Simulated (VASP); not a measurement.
A run of VASP 6.6.1 is set up as follows.

INCAR

```
ALGO = Normal
EDIFF = 1E-6
EDIFFG = -0.005
ENCUT = 600
GGA = PE
IBRION = 2
ISIF = 3
ISMEAR = 0
LASPH = T
LCHARG = F
LREAL = F
LWAVE = F
NELM = 100
NSW = 100
PREC = Accurate
SIGMA = 0.02
```

KPOINTS

```
k-points
0
Gamma
  8 8 8
```

POSCAR

```
BaTiO3
1.0
    3.9903792100      0.0000000000      0.0000000000
    0.0000000000      3.9903792100      0.0000000000
    0.0000000000      0.0000000000      4.1026553900
Ba Ti O
1 1 3
Direct
    0.5000000000      0.5000000000      0.5825414600
    0.0000000000      0.0000000000      0.1000427000
    0.0000000000      0.5000000000      0.0642205400
    0.5000000000      0.0000000000      0.0642205400
    0.0000000000      0.0000000000      0.5489717500
```

Potentials or basis: VASP PAW PBE potentials, release 64 (Ba_sv, Ti_sv, O).

Launch:

```console
$ cat potpaw_PBE.64/Ba_sv/POTCAR potpaw_PBE.64/Ti_sv/POTCAR potpaw_PBE.64/O/POTCAR > POTCAR
$ mpirun -np 1 vasp_std > vasp.out
```

Problem. Predict the relaxed cell.

Solution. a = 3.996 Å, b = 3.996 Å, c = 4.222 Å, α = 90.00°, β = 90.00°, γ = 90.00°.

Problem. What does it give for the relaxed volume?

Solution. 13.48 Å³/atom.

Problem. Estimate the space group after relaxing (to 0.1 Å).

Solution. P4mm (No. 99).

Problem. Estimate the band gap on the k mesh.

Solution. 1.77 eV (least direct gap 2.34 eV).

Final structure:
```xyz
5
Lattice="3.9962 0.0000 0.0000 0.0000 3.9962 0.0000 0.0000 0.0000 4.2216" Properties=species:S:1:pos:R:3 pbc="T T T"
Ba    1.9981    1.9981    2.4909
Ti    0.0000    0.0000    0.4593
O     3.9962    1.9981    0.2580
O     1.9981    0.0000    0.2580
O     0.0000    0.0000    2.2752
```

Caveat: spin-orbit coupling is left out, which moves the levels of the heavy elements. A k mesh can miss the band edges.
